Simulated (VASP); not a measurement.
Input of a VASP 6.6.1 run:

The input INCAR:

```
SYSTEM = Cs
ALGO = Fast ; EDIFF = 1E-6
ENCUT = 520 ; GGA = PE
ISIF = 2 ; ISMEAR = 0
LASPH = .True. ; LCHARG = .False.
LREAL = .False. ; LWAVE = .False.
NBANDS = 16 ; NELM = 80
PREC = Accurate ; SIGMA = 0.1
```

File KPOINTS:

```
k-points
0
Gamma
  8 8 6
  0 0 0
```

File POSCAR:

```
Cs
1.0
    5.4651416497      0.0000000000      0.0000000000
    0.0000000000      5.4651416497      0.0000000000
    0.0000000000      0.0000000000      7.9316245936
Cs
2
Direct
    0.0000000000      0.0000000000      0.0000000000
    0.5000000000      0.5000000000      0.5000000000
```

Potentials or basis: VASP PAW PBE potentials, release 64 (Cs_sv).

Command:

```sh
$ cat potpaw_PBE.64/Cs_sv/POTCAR > POTCAR
$ mpirun -np 1 vasp_std > vasp.out
```

Question: Predict the band gap on the k mesh.

Answer: Zero (bands 9 and 10 overlap by 1.64 eV).

Question: Estimate the pressure.

Answer: 0.0 GPa.

Caveat: the cell differs from its parent crystal (biaxial strain in the a-b plane: +1.0 %); spin-orbit coupling is left out, which moves the levels of the heavy elements.
